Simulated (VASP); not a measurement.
Si2Ni: single point with revPBE

Si2Ni:

```
Si Ni
1.0
     0.00000    2.73169    2.73169
     2.73169    0.00000    2.73169
     2.73169    2.73169    0.00000
Si Ni
2 1
Direct
  0.25000 0.25000 0.25000
  0.75000 0.75000 0.75000
  0.00000 0.00000 0.00000
```

```yaml
Program: VASP 6.6.1
Task: single point
Functional: revPBE
Potentials_or_basis: VASP PAW PBE potentials, release 64 (Si, Ni)
Cutoff: 520 eV
k_mesh: 8 × 8 × 8
Occupations: gaussian, width 0.05 eV
Spin: collinear spin
Starting_moments: "[0.0, 0.0, 0.05] μB"
Dipole_correction: no
Further_INCAR_settings: ALGO = Normal; EDIFF = 1e-06; NBANDS = 20
```

| Property | Result |
| --- | --- |
| Pressure | 0.3 GPa |
| Band gap on the k mesh | zero (filled and empty bands overlap) |
| Net moment | 0.00 μB per cell |
| Valence electrons inside the program's atomic spheres | Si 1.57; Ni 9.72 |

Levels at points of the mesh, in eV from the Fermi level:
Spin up:
| k point | band 6 | band 7 | band 8 | band 9 | band 10 | band 11 | band 12 | band 13 |
| --- | --- | --- | --- | --- | --- | --- | --- | --- |
| (0.00, 0.00, 0.00) | -3.25 | -0.38 | 1.75 | 1.75 | 1.75 | 2.42 | 2.42 | 2.42 |
| (0.50, 0.00, 0.00) | -3.07 | -3.07 | -1.28 | -1.28 | 1.87 | 1.88 | 1.88 | 2.56 |
| (0.50, 0.50, 0.00) | -3.34 | -3.34 | -3.18 | -2.87 | -0.36 | 1.58 | 7.78 | 8.19 |
Spin down:
```tsv
k point	band 7	band 8	band 9	band 10	band 11	band 12
(0.00, 0.00, 0.00)	-0.38	1.75	1.75	1.75	2.42	2.42
(0.50, 0.00, 0.00)	-3.07	-1.28	-1.28	1.87	1.88	1.88
(0.50, 0.50, 0.00)	-3.34	-3.18	-2.87	-0.36	1.58	7.78
```

Wall time 92 s on 1 thread of Intel Xeon 8259CL (shared host), peak memory 0.2 GiB.

Caveat: the PAW data sets were made with another functional, which shifts forces and pressure a little.
